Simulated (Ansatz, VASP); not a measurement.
## RbMg3Zn: VASP beside Ansatz

```
Rb Mg Zn
1.0
     5.30396    0.00000    0.00000
     0.00000    5.30396    0.00000
     0.00000    0.00000    5.30396
Rb Mg Zn
1 3 1
Direct
  0.50000 0.50000 0.50000
  0.00000 0.50000 0.00000
  0.00000 0.00000 0.50000
  0.50000 0.00000 0.00000
  0.00000 0.00000 0.00000
```

Change from the starting cell: species swapped into the KPdF3 type (Pm-3m, No. 221).

Alike in both runs: functional PBE; k mesh 4 × 4 × 4; occupations gaussian, width 0.1 eV; no spin polarisation.

Ansatz relaxed the structure, and its values are those at the end. VASP's run is a single point on that final structure, the one shown.

|  | VASP | Ansatz |
| --- | --- | --- |
| version | VASP 6.6.1 | Ansatz 0.2.0 |
| potentials or method | VASP PAW PBE potentials, release 64 (Rb_sv, Mg, Zn), cutoff 520 eV | scalar-relativistic, plane waves, PAW |
| valence electrons in the cell | 27 | 51 |

|  | VASP | Ansatz | Ansatz less VASP |
| --- | --- | --- | --- |
| gap on the k mesh at the Fermi level (eV) | none | none | - |
| pressure (GPa) | 0.1 | 0.1 | +0.02 |

A gap of «none» marks a metal or a gap that the smearing closes. VASP's potentials hold 27 valence electrons a cell and Ansatz's 51, so a difference there can come from the potentials and not from the codes.
